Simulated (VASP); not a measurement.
# MoS2 in VASP: further runs

MoS2 is run at these levels: LDA; tasks: single point.

All numbers are computed with VASP 6.6.1; they aren't measurements. Logs are shortened: lines on timing, memory, paths and dates and some standing lists are left out, and cuts for length are marked.

### Step 1. The cell of the first run

The cell holds a sheet with vacuum, 3 atoms: a = 3.089 Å, b = 3.089 Å, c = 18.120 Å, α = 90.00°, β = 90.00°, γ = 120.00°.

### Step 2. Single point, LDA

INCAR

```
SYSTEM = MoS2
ALGO = Normal
EDIFF = 1E-6
ENCUT = 520
GGA = CA
ISIF = 2
ISMEAR = 0
LASPH = .TRUE.
LCHARG = .FALSE.
LREAL = .FALSE.
LWAVE = .FALSE.
NBANDS = 20
NELM = 80
PREC = Accurate
SIGMA = 0.01
```

KPOINTS

```
k-points
0
G
  12 12 1
  0 0 0
```

POSCAR

```
MoS2
1.0
    3.0886709395      0.0000000000      0.0000000000
   -1.5443354697      2.6748674975      0.0000000000
    0.0000000000      0.0000000000     18.1200000000
S Mo
2 1
Direct
    0.3333333333      0.6666666667      0.4136781776
    0.3333333333      0.6666666667      0.5863218224
    0.6666666667      0.3333333333      0.5000000000
```

Potentials or basis: VASP PAW LDA potentials, release 64 (S, Mo_sv).

On the command line:

```console
$ cat potpaw_LDA.64/S/POTCAR potpaw_LDA.64/Mo_sv/POTCAR > POTCAR
$ mpirun -np 1 vasp_std > vasp.out
```

OUTCAR:

```text
SYSTEM = MoS2
   EDIFF = 1E-6
   ENCUT = 520
   GGA = CA
   ISIF = 2
   ISMEAR = 0
   LASPH = .TRUE.
   LREAL = .FALSE.
   NELM = 80
   PREC = Accurate

 ion  position               nearest neighbor table
   1  0.333  0.667  0.414-   3 2.37   3 2.37   3 2.37
   2  0.333  0.667  0.586-   3 2.37   3 2.37   3 2.37
   3  0.667  0.333  0.500-   1 2.37   2 2.37   1 2.37   2 2.37   1 2.37   2 2.37

  LATTYP: Found a hexagonal cell.
 ALAT       =     3.0886709395
 C/A-ratio  =     5.8666009928

  Lattice vectors:

 A1 = (   3.0886709395,   0.0000000000,   0.0000000000)
 A2 = (  -1.5443354697,   2.6748674975,   0.0000000000)
 A3 = (   0.0000000000,   0.0000000000,  18.1200000000)

Analysis of symmetry for initial positions (statically):
=====================================================================
 Subroutine PRICEL returns:
 Original cell was already a primitive cell.

 Routine SETGRP: Setting up the symmetry group for a
 hexagonal supercell.

 Subroutine GETGRP returns: Found 12 space group operations
 (whereof 12 operations were pure point group operations)
 out of a pool of 24 trial point group operations.

The static configuration has the point symmetry D_3h.

Analysis of symmetry for dynamics (positions and initial velocities):
=====================================================================
 Subroutine PRICEL returns:
 Original cell was already a primitive cell.

 Routine SETGRP: Setting up the symmetry group for a
 hexagonal supercell.

 Subroutine GETGRP returns: Found 12 space group operations
 (whereof 12 operations were pure point group operations)
 out of a pool of 24 trial point group operations.

The dynamic configuration has the point symmetry D_3h.

 Subroutine INISYM returns: Found 12 space group operations
 (whereof 12 operations are pure point group operations),
 and found     1 'primitive' translations

----------------------------------------------------------------------------------------

                                     Primitive cell

  volume of cell :     149.7036

  direct lattice vectors                    reciprocal lattice vectors
     3.088670940  0.000000000  0.000000000     0.323763852  0.186925147  0.000000000
    -1.544335470  2.674867498  0.000000000     0.000000000  0.373850294  0.000000000
     0.000000000  0.000000000 18.120000000     0.000000000  0.000000000  0.055187638

  length of vectors
     3.088670940  3.088670939 18.120000000     0.373850294  0.373850294  0.055187638

  position of ions in fractional coordinates (direct lattice)
     0.333333333  0.666666667  0.413678178
     0.333333333  0.666666667  0.586321822
     0.666666667  0.333333333  0.500000000

  ion indices of the primitive-cell ions
   primitive index   ion index
                 1           1
                 2           2
                 3           3

----------------------------------------------------------------------------------------

 KPOINTS: k-points

Automatic generation of k-mesh.
 Grid dimensions read from file:
 generate k-points for:   12   12    1

 Generating k-lattice:

  Cartesian coordinates                     Fractional coordinates (reciprocal lattice)
     0.026980321  0.015577096  0.000000000     0.083333333 -0.000000000  0.000000000
     0.000000000  0.031154191  0.000000000     0.000000000  0.083333333  0.000000000
     0.000000000  0.000000000  0.055187638     0.000000000  0.000000000  1.000000000

  Length of vectors
     0.031154191  0.031154191  0.055187638

  Shift w.r.t. Gamma in fractional coordinates (k-lattice)
     0.000000000  0.000000000  0.000000000

 Subroutine IBZKPT returns following result:
 ===========================================

 Found     19 irreducible k-points:

 Following reciprocal coordinates:
            Coordinates               Weight
  0.000000  0.000000  0.000000      1.000000
  0.083333  0.000000  0.000000      6.000000
  0.166667  0.000000  0.000000      6.000000
  0.250000  0.000000  0.000000      6.000000
  0.333333  0.000000  0.000000      6.000000
  0.416667  0.000000  0.000000      6.000000
[... 11 lines left out ...]
  0.333333  0.250000  0.000000     12.000000
  0.333333  0.333333  0.000000      2.000000
   k-points           NKPTS =     19   k-points in BZ     NKDIM =     19   number of bands    NBANDS=     20
   number of dos      NEDOS =    301   number of ions     NIONS =      3
   total plane-waves  NPLWV =  80640
   dimension x,y,z NGX =    24 NGY =   24 NGZ =  140
   dimension x,y,z NGXF=    48 NGYF=   48 NGZF=  280
   ions per type =               2   1
   NGX,Y,Z   is equivalent  to a cutoff of  12.92, 12.92, 12.84 a.u.
   NGXF,Y,Z  is equivalent  to a cutoff of  25.84, 25.84, 25.69 a.u.
 SYSTEM =  MoS2
   PREC   = accura    normal or accurate (medium, high low for compatibility)
   ISTART =      0    job   : 0-new  1-cont  2-samecut
   ICHARG =      2    charge: 1-file 2-atom 10-const
   ISPIN  =      1    spin polarized calculation?
   LNONCOLLINEAR =      F non collinear calculations
   LSORBIT =      F    spin-orbit coupling
   LASPH  =      T    aspherical Exc in radial PAW
   ENCUT  =  520.0 eV  38.22 Ry    6.18 a.u.   5.74  5.74 33.69*2*pi/ulx,y,z
   NELM   =     80;   NELMIN=  2; NELMDL= -5     # of ELM steps
   EDIFF  = 0.1E-05   stopping-criterion for ELM
   LREAL  =      F    real-space projection
[... 7 lines left out ...]
   TEBEG  =    0.0;   TEEND  =   0.0 temperature during run
   PSTRESS=    0.0 pullay stress
   NELECT =      26.0000    total number of electrons
   NUPDOWN=      -1.0000    fix difference up-down
   EMIN   =  10.00;   EMAX   =-10.00  energy-range for DOS
   EFERMI =   0.00;   METHOD = LEGACY
   ISMEAR =     0;   SIGMA  =   0.01  broadening in eV -4-tet -1-fermi 0-gaus
   EFERMI_NEDOS =   21; number of points for ismear=-14 and -15
   IALGO  =     38    algorithm
   IMIX   =      4    mixing-type and parameters
     AMIX     =   0.40;   BMIX     =  1.00
     AMIX_MAG =   1.60;   BMIX_MAG =  1.00
  volume/ion in A,a.u.               =      49.90       336.75
  Fermi-wavevector in a.u.,A,eV,Ry     =   0.913388  1.726053 11.351033  0.834277
  Thomas-Fermi vector in A             =   2.037894
   LORBIT       =      0    0 simple, 1 ext, 2 COOP (PROOUT), +10 PAW based schemes
   GGA     = CA    functional components
   LHFCALC =     F    Hartree Fock is set to
   AEXX    =    0.0000 exact exchange contribution
   IVDW    =     0    specifies the selected vdW correction
   LEPSILON=     F    determine dielectric tensor
   LRPA    =     F    only Hartree local field effects (RPA)
 non-spin polarized calculation
 Gauss-broadening in eV      SIGMA  =   0.01
  energy-cutoff  :      520.00
  volume of cell :      149.70
 maximum number of plane-waves:      4052
 NGX is ok and might be reduce to    24
   NGX = 11   NGY = 11   NGZ = 67

 number of electron      25.9999997 magnetization

 Free energy of the ion-electron system (eV)
  ---------------------------------------------------
  ext. energy  EPLUGINS =         0.00000000
  ---------------------------------------------------
  free energy    TOTEN  =       -24.35590052 eV

  energy without entropy =      -24.35590052  energy(sigma->0) =      -24.35590052

 E-fermi :  -1.4621     XC(G=0):  -4.4182

 val. band max:       -1.5393235498   @ k =   0.3333   0.3333   0.0000
 cond. band min:       0.3625658641   @ k =   0.1667   0.1667   0.0000
 fundamental gap:      1.9018894139
 Fermi energy:        -1.4621140738

 k-point     1 :       0.0000    0.0000    0.0000
  band No.  band energies     occupation
      1     -61.9300      2.00000
      2     -36.3504      2.00000
      3     -36.0075      2.00000
      4     -36.0075      2.00000
      5     -15.8840      2.00000
      6     -14.5054      2.00000
[... 12 lines left out ...]
     19       4.2384      0.00000
     20       5.0101      0.00000

 k-point     2 :       0.0833    0.0000    0.0000
  band No.  band energies     occupation
      1     -61.9261      2.00000
      2     -36.3433      2.00000
      3     -36.0433      2.00000
      4     -36.0156      2.00000
      5     -15.7663      2.00000
      6     -14.4568      2.00000
[... 12 lines left out ...]
     19       4.3819      0.00000
     20       5.2905      0.00000

 k-point     3 :       0.1667    0.0000    0.0000
  band No.  band energies     occupation
      1     -61.9156      2.00000
      2     -36.3238      2.00000
      3     -36.1401      2.00000
      4     -36.0374      2.00000
      5     -15.4307      2.00000
      6     -14.3184      2.00000
[... 12 lines left out ...]
     19       4.7962      0.00000
     20       5.7404      0.00000

 k-point     4 :       0.2500    0.0000    0.0000
  band No.  band energies     occupation
      1     -61.9012      2.00000
      2     -36.2970      2.00000
      3     -36.2702      2.00000
      4     -36.0672      2.00000
      5     -14.9302      2.00000
      6     -14.1140      2.00000
[... 12 lines left out ...]
     19       5.4157      0.00000
     20       6.3496      0.00000

 k-point     5 :       0.3333    0.0000    0.0000
  band No.  band energies     occupation
      1     -61.8867      2.00000
      2     -36.3978      2.00000
      3     -36.2702      2.00000
      4     -36.0967      2.00000
      5     -14.3596      2.00000
      6     -13.8873      2.00000
[... 12 lines left out ...]
     19       5.9791      0.00000
     20       6.5353      0.00000

 k-point     6 :       0.4167    0.0000    0.0000
  band No.  band energies     occupation
      1     -61.8761      2.00000
      2     -36.4898      2.00000
      3     -36.2504      2.00000
      4     -36.1183      2.00000
      5     -13.8732      2.00000
      6     -13.7031      2.00000
[... 12 lines left out ...]
     19       6.1872      0.00000
     20       6.5327      0.00000

 k-point     7 :       0.5000    0.0000    0.0000
  band No.  band energies     occupation
      1     -61.8722      2.00000
      2     -36.5231      2.00000
      3     -36.2432      2.00000
      4     -36.1261      2.00000
      5     -13.6737      2.00000
      6     -13.6310      2.00000
[... 12 lines left out ...]
     19       6.3388      0.00000
     20       6.8599      0.00000
[... 162 lines left out ...]
 k-point    15 :       0.3333    0.1667    0.0000
  band No.  band energies     occupation
      1     -61.8722      2.00000
      2     -36.4590      2.00000
      3     -36.2432      2.00000
      4     -36.1938      2.00000
      5     -13.7011      2.00000
      6     -13.6070      2.00000
[... 12 lines left out ...]
     19       7.1703      0.00000
     20       7.2594      0.00000

 k-point    16 :       0.4167    0.1667    0.0000
  band No.  band energies     occupation
      1     -61.8688      2.00000
      2     -36.4811      2.00000
      3     -36.2370      2.00000
      4     -36.2077      2.00000
      5     -13.5366      2.00000
      6     -13.5257      2.00000
[... 12 lines left out ...]
     19       7.7128      0.00000
     20       7.8028      0.00000

 k-point    17 :       0.2500    0.2500    0.0000
  band No.  band energies     occupation
      1     -61.8722      2.00000
      2     -36.4285      2.00000
      3     -36.2433      2.00000
      4     -36.2255      2.00000
      5     -13.7100      2.00000
      6     -13.5989      2.00000
[... 12 lines left out ...]
     19       7.0109      0.00000
     20       7.2234      0.00000

 k-point    18 :       0.3333    0.2500    0.0000
  band No.  band energies     occupation
      1     -61.8669      2.00000
      2     -36.4346      2.00000
      3     -36.2772      2.00000
      4     -36.2334      2.00000
      5     -13.4781      2.00000
      6     -13.4403      2.00000
[... 12 lines left out ...]
     19       6.8191      0.00000
     20       7.7985      0.00000

 k-point    19 :       0.3333    0.3333    0.0000
  band No.  band energies     occupation
      1     -61.8649      2.00000
      2     -36.3952      2.00000
      3     -36.3383      2.00000
      4     -36.2298      2.00000
      5     -13.4262      2.00000
      6     -13.3425      2.00000
[... 12 lines left out ...]
     19       6.0389      0.00000
     20       8.0627      0.00000

------------------------ aborting loop because EDIFF is reached ----------------------------------------

  FORCE on cell =-STRESS in cart. coord.  units (eV):
  Direction    XX          YY          ZZ          XY          YZ          ZX
  --------------------------------------------------------------------------------------
  -------------------------------------------------------------------------------------
  Total        1.0152591      1.0152591      0.0222590      0.0000000      0.0000000     -0.0000000
  in kB       10.8656412     10.8656412      0.2382232      0.0000000      0.0000000     -0.0000000
  external PRESSURE =       7.3231686 kB  Pullay stress =       0.0000000 kB

 VOLUME and BASIS-vectors are now :
 -----------------------------------------------------------------------------
  energy-cutoff  :      520.00
  volume of cell :      149.70
      direct lattice vectors                 reciprocal lattice vectors
     3.088670940  0.000000000  0.000000000     0.323763852  0.186925147  0.000000000
    -1.544335470  2.674867498  0.000000000     0.000000000  0.373850294  0.000000000
     0.000000000  0.000000000 18.120000000     0.000000000  0.000000000  0.055187638

 POSITION                                       TOTAL-FORCE (eV/Angst)
 -----------------------------------------------------------------------------------
     -0.00000      1.78324      7.49585         0.000000     -0.000000     -0.015094
     -0.00000      1.78324     10.62415         0.000000     -0.000000      0.015094
      1.54434      0.89162      9.06000        -0.000000      0.000000      0.000000
 -----------------------------------------------------------------------------------
    total drift:                               -0.000000      0.000000      0.000000

  FREE ENERGIE OF THE ION-ELECTRON SYSTEM (eV)
  ---------------------------------------------------
  free  energy   TOTEN  =       -24.3559005177 eV

  energy  without entropy=      -24.3559005177  energy(sigma->0) =      -24.35590052
```

It took 62 s on 1 thread of Intel Xeon 6975P-C, shared host; peak memory 0.23 GiB.

What came out:

| Property | Result |
| --- | --- |
| Free energy | -24.3559 eV |
| Largest force | 0.015 eV/Å |
| Band gap on the k mesh | 1.90 eV, indirect (least direct gap 2.00 eV) |

Forces in eV/Å, atoms in the order of the input:
```
S    0.000  0.000 -0.015
S    0.000  0.000  0.015
Mo   0.000  0.000  0.000
```

Levels at points of the mesh, in eV from the valence-band top:
| k point | band 9 | band 10 | band 11 | band 12 | band 13 | band 14 | band 15 | band 16 | band 17 | band 18 |
| --- | --- | --- | --- | --- | --- | --- | --- | --- | --- | --- |
| (0.00, 0.00, 0.00) | -2.58 | -2.02 | -1.38 | -1.38 | -0.25 | 3.03 | 3.03 | 3.29 | 3.29 | 5.56 |
| (0.50, 0.00, 0.00) | -4.27 | -3.21 | -2.03 | -0.75 | -0.67 | 2.60 | 3.05 | 4.00 | 4.61 | 6.28 |

### Step 3. Single point, LDA

This run uses another cell than the first one, of 50.91 Å³/atom, 1.020 times its volume.

INCAR

```
PREC     = Accurate       # precision mode
ENCUT    = 520            # plane-wave cutoff, eV
EDIFF    = 1E-6           # SCF threshold, eV
ISMEAR   = 0              # smearing method
SIGMA    = 0.01           # smearing width, eV
LREAL    = F              # projectors in reciprocal space
LASPH    = T              # aspherical terms in the spheres
NELM     = 60             # most SCF steps
ALGO     = Normal         # electronic algorithm
ISIF     = 2              # what is computed and relaxed
LWAVE    = F              # write WAVECAR
LCHARG   = T              # write CHGCAR
GGA      = CA             # functional
LELF     = T              # ELF
LVHAR    = T            
NBANDS   = 20             # bands
```

KPOINTS

```
regular mesh
0
Gamma
  12 12 1
```

POSCAR

```
MoS2
1.0
    3.1198696358      0.0000000000      0.0000000000
   -1.5599348179      2.7018863611      0.0000000000
    0.0000000000      0.0000000000     18.1200000000
S Mo
2 1
Direct
    0.3333333333      0.6666666667      0.4142974369
    0.3333333333      0.6666666667      0.5857025631
    0.6666666667      0.3333333333      0.5000000000
```

Potentials or basis: VASP PAW LDA potentials, release 64 (S, Mo_sv).

On the command line:

```console
$ cat potpaw_LDA.64/S/POTCAR potpaw_LDA.64/Mo_sv/POTCAR > POTCAR
$ mpirun -np 1 vasp_std > vasp.out
```

OUTCAR:

```text
PREC = Accurate
   ENCUT = 520
   EDIFF = 1E-6
   ISMEAR = 0
   LREAL = F
   LASPH = T
   NELM = 60
   ISIF = 2
   GGA = CA

 ion  position               nearest neighbor table
   1  0.333  0.667  0.414-   3 2.38   3 2.38   3 2.38
   2  0.333  0.667  0.586-   3 2.38   3 2.38   3 2.38
   3  0.667  0.333  0.500-   1 2.38   2 2.38   1 2.38   2 2.38   1 2.38   2 2.38

  LATTYP: Found a hexagonal cell.
 ALAT       =     3.1198696358
 C/A-ratio  =     5.8079349829

  Lattice vectors:

 A1 = (   3.1198696358,   0.0000000000,   0.0000000000)
 A2 = (  -1.5599348179,   2.7018863611,   0.0000000000)
 A3 = (   0.0000000000,   0.0000000000,  18.1200000000)

Analysis of symmetry for initial positions (statically):
=====================================================================
 Subroutine PRICEL returns:
 Original cell was already a primitive cell.

 Routine SETGRP: Setting up the symmetry group for a
 hexagonal supercell.

 Subroutine GETGRP returns: Found 12 space group operations
[... 157 lines left out ...]
  ---------------------------------------------------
  free energy    TOTEN  =       -24.36669752 eV

  energy without entropy =      -24.36669752  energy(sigma->0) =      -24.36669752

 E-fermi :  -1.5938     XC(G=0):  -4.3728

 val. band max:       -1.6639882163   @ k =   0.3333   0.3333   0.0000
 cond. band min:       0.2056940006   @ k =   0.3333   0.3333   0.0000
 fundamental gap:      1.8696822169
 Fermi energy:        -1.5937921863

 k-point     1 :       0.0000    0.0000    0.0000
  band No.  band energies     occupation
      1     -62.0688      2.00000
      2     -36.4658      2.00000
      3     -36.1686      2.00000
      4     -36.1686      2.00000
      5     -15.9038      2.00000
      6     -14.5078      2.00000
[... 426 lines left out ...]
     19       5.9512      0.00000
     20       7.9322      0.00000

------------------------ aborting loop because EDIFF is reached ----------------------------------------

  FORCE on cell =-STRESS in cart. coord.  units (eV):
  Direction    XX          YY          ZZ          XY          YZ          ZX
  --------------------------------------------------------------------------------------
  -------------------------------------------------------------------------------------
  Total        0.0472838      0.0472838      0.0206234     -0.0000000      0.0000000     -0.0000000
  in kB        0.4959763      0.4959763      0.2163266     -0.0000000      0.0000000     -0.0000000
  external PRESSURE =       0.4027597 kB  Pullay stress =       0.0000000 kB

 VOLUME and BASIS-vectors are now :
 -----------------------------------------------------------------------------
  energy-cutoff  :      520.00
  volume of cell :      152.74
      direct lattice vectors                 reciprocal lattice vectors
     3.119869636  0.000000000  0.000000000     0.320526213  0.185055895  0.000000000
    -1.559934818  2.701886361  0.000000000     0.000000000  0.370111791  0.000000000
     0.000000000  0.000000000 18.120000000     0.000000000  0.000000000  0.055187638

 POSITION                                       TOTAL-FORCE (eV/Angst)
 -----------------------------------------------------------------------------------
     -0.00000      1.80126      7.50707        -0.000000      0.000000     -0.014751
     -0.00000      1.80126     10.61293        -0.000000      0.000000      0.014751
      1.55993      0.90063      9.06000         0.000000     -0.000000      0.000000
 -----------------------------------------------------------------------------------
    total drift:                               -0.000000      0.000000      0.000000

  FREE ENERGIE OF THE ION-ELECTRON SYSTEM (eV)
  ---------------------------------------------------
  free  energy   TOTEN  =       -24.3666975190 eV

  energy  without entropy=      -24.3666975190  energy(sigma->0) =      -24.36669752
```

Run time: 70 s. Hardware: 1 thread of Intel Xeon 6975P-C, shared host; peak memory 0.24 GiB.

Results:

| Item | Value |
| --- | --- |
| Free energy | -24.3667 eV |
| Largest force | 0.015 eV/Å |
| Band gap on the k mesh | 1.87 eV, direct |

Forces in eV/Å, atoms in the order of the input:
```
S    0.000  0.000 -0.015
S    0.000  0.000  0.015
Mo   0.000  0.000  0.000
```
